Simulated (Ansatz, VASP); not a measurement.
## Si2Mo in VASP and in Ansatz

```
CELL_PARAMETERS angstrom
-1.67877 1.51130 3.91069
1.67877 -1.51130 3.91069
1.67877 1.51130 -3.91069
ATOMIC_POSITIONS crystal
Si 0.33506 0.33506 0.00000
Si 0.66494 0.66494 0.00000
Mo 0.00000 0.00000 0.00000
```

Change from the starting cell: strain +0.0525 x Voigt [1, -1, 0, 0, 0, 0], atoms carried along.

Alike in both runs: task single point; functional PBEsol; k mesh 20 × 20 × 20; occupations gaussian, width 0.15 eV; no spin polarisation.

|  | VASP | Ansatz |
| --- | --- | --- |
| version | VASP 6.6.1 | Ansatz 0.2.0 |
| potentials or method | VASP PAW PBE potentials, release 64 (Si, Mo_sv), cutoff 520 eV | scalar-relativistic, plane waves, PAW |
| valence electrons in the cell | 22 | 22 |

VASP gave:

```
gap on the k mesh at the Fermi level (eV)                     : none
pressure (GPa)                                                : 1.5
traceless stress, the component that is largest in VASP (GPa) : 15.16
rms of the force components (eV/Å)                            : 0.001
```

**Question.** Estimate Ansatz's values.

**Answer.** gap on the k mesh at the Fermi level (eV): none; pressure (GPa): 1.1; traceless stress, the component that is largest in VASP (GPa): 15.17; rms of the force components (eV/Å): 0.004.

VASP's potentials were made for PBE, not for PBEsol. Atom by atom the forces differ by 0.003 eV/Å (rms over components). A gap of «none» marks a metal or a gap that the smearing closes.
